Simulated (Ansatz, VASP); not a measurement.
# One calculation of BN, two programs

```xyz
2
Lattice="0.0000 1.7899 1.7899 1.7899 0.0000 1.7899 1.7899 1.7899 0.0000" Properties=species:S:1:pos:R:3 pbc="T T T"
B     0.0000    0.0000    0.0000
N     0.8950    0.8950    0.8950
```

Alike in both runs: functional LDA; k mesh 12 × 12 × 12; occupations fermi-dirac, width 0.02 eV; no spin polarisation.

Ansatz relaxed the structure, and its values are those at the end. VASP's run is a single point on that final structure, the one shown.

|  | VASP | Ansatz |
| --- | --- | --- |
| version | VASP 6.6.1 | Ansatz 0.2.0 |
| potentials or method | VASP PAW LDA potentials, release 64 (B_h, N_h), cutoff 910 eV | PAW plane waves |
| valence electrons in the cell | 8 | 8 |

|  | VASP | Ansatz | Ansatz less VASP |
| --- | --- | --- | --- |
| gap on the k mesh at the Fermi level (eV) | 4.38 | 4.39 | +0.007 |

Ansatz warns that its potentials were made for another functional, while VASP's fit it. LDA's correlation is that of Perdew and Zunger in VASP and of Perdew and Wang (1992) in Ansatz.

Noted on VASP's run: the cutoff is short for stress, so the pressure is rough.
